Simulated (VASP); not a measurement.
A run of VASP 6.6.1 is set up as follows.

File INCAR:

```
PREC = Accurate
ENCUT = 500
EDIFF = 1E-6
ISMEAR = -1
SIGMA = 0.02
LREAL = F
LASPH = T
NELM = 120
ALGO = Normal
ISIF = 2
LWAVE = F
LCHARG = F
GGA = PS
NBANDS = 52
GGA_COMPAT = F
```

Contents of KPOINTS:

```
regular mesh
0
Gamma
  4 4 4
```

POSCAR

```
As2Pt
1.0
    5.9805332361      0.0000000000      0.0000000000
    0.0000000000      5.9805332361      0.0000000000
    0.0000000000      0.0000000000      5.9805332361
As Pt
8 4
Direct
    0.3831439703      0.3831439703      0.3831439703
    0.1168560297      0.6168560297      0.8831439703
    0.8831439703      0.1168560297      0.6168560297
    0.6168560297      0.8831439703      0.1168560297
    0.6168560297      0.6168560297      0.6168560297
    0.8831439703      0.3831439703      0.1168560297
    0.1168560297      0.8831439703      0.3831439703
    0.3831439703      0.1168560297      0.8831439703
    0.0000000000      0.0000000000      0.0000000000
    0.5000000000      0.0000000000      0.5000000000
    0.5000000000      0.5000000000      0.0000000000
    0.0000000000      0.5000000000      0.5000000000
```

Potentials or basis: VASP PAW PBE potentials, release 64 (As, Pt).

The run is started by

```sh
$ cat potpaw_PBE.64/As/POTCAR potpaw_PBE.64/Pt/POTCAR > POTCAR
$ mpirun -np 1 vasp_std > vasp.out
```

(1) Predict the largest force.

(2) Predict the pressure.

(3) Estimate the band gap on the k mesh.

Results:

(1) 0.043 eV/Å.

(2) 0.2 GPa.

(3) 0.47 eV (least direct gap 1.00 eV).

Caveat: the PAW data sets were made with another functional, which shifts forces and pressure a little; spin-orbit coupling is left out, which moves the levels of the heavy elements.
